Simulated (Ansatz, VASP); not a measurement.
**Br: VASP beside Ansatz**

```
CELL_PARAMETERS angstrom
4.29053 0.00000 0.00000
-2.14526 3.71571 0.00000
0.00000 0.00000 2.54985
ATOMIC_POSITIONS crystal
Br 0.00000 0.00000 0.00000
```

Alike in both runs: functional PBE; k mesh 12 × 12 × 16; occupations gaussian, width 0.1 eV; no spin polarisation.

Ansatz relaxed the structure, and its values are those at the end. VASP's run is a single point on that final structure, the one shown.

|  | VASP | Ansatz |
| --- | --- | --- |
| version | VASP 6.6.1 | Ansatz 0.2.0 |
| potentials or method | VASP PAW PBE potentials, release 64 (Br), cutoff 520 eV | scalar-relativistic, plane waves, PAW |
| valence electrons in the cell | 7 | 7 |

|  | VASP | Ansatz | Ansatz less VASP |
| --- | --- | --- | --- |
| gap on the k mesh at the Fermi level (eV) | none | none | - |
| pressure (GPa) | 0.0 | 0.0 | 0.00 |

A gap of «none» marks a metal or a gap that the smearing closes.
